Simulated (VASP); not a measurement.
Set up this calculation in VASP 6.6.1, as the native input.

```yaml
Task: single point
Functional: LDA
Potentials_or_basis: VASP PAW LDA potentials, release 64 (Al, P)
Cutoff: 500 eV
k_mesh: 8 × 8 × 8
Occupations: gaussian, width 0.02 eV
Spin: no spin polarisation
Dipole_correction: no
Further_INCAR_settings: ALGO = Normal; EDIFF = 1e-06; NBANDS = 11
```

The structure of AlP (lda) lies in POSCAR:

```
AlP
1.0
    0.0000000000      2.7168924622      2.7168924622
    2.7168924622      0.0000000000      2.7168924622
    2.7168924622      2.7168924622      0.0000000000
Al P
1 1
Direct
    0.0000000000      0.0000000000      0.0000000000
    0.2500000000      0.2500000000      0.2500000000
```

These files were run (other wordings do the same):

INCAR

```
ALGO = Normal
EDIFF = 1E-6
ENCUT = 500
GGA_COMPAT = False
ISIF = 2
ISMEAR = 0
LASPH = True
LCHARG = False
LREAL = False
LWAVE = False
NBANDS = 11
NELM = 120
PREC = Accurate
SIGMA = 0.02
```

KPOINTS

```
k-points
0
Gamma
  8 8 8
```

Potentials or basis: VASP PAW LDA potentials, release 64 (Al, P).

Run with:

```console
$ cat potpaw_LDA.64/Al/POTCAR potpaw_LDA.64/P/POTCAR > POTCAR
$ mpirun -np 1 vasp_std > vasp.out
```

Results of the run:

```
Pressure               : 0.1 GPa
Band gap on the k mesh : 1.41 eV, indirect (least direct gap 3.24 eV)
```

Run time: 14 s on 1 thread of Intel Xeon 8259CL, with other jobs on the host, peak memory 0.14 GiB.
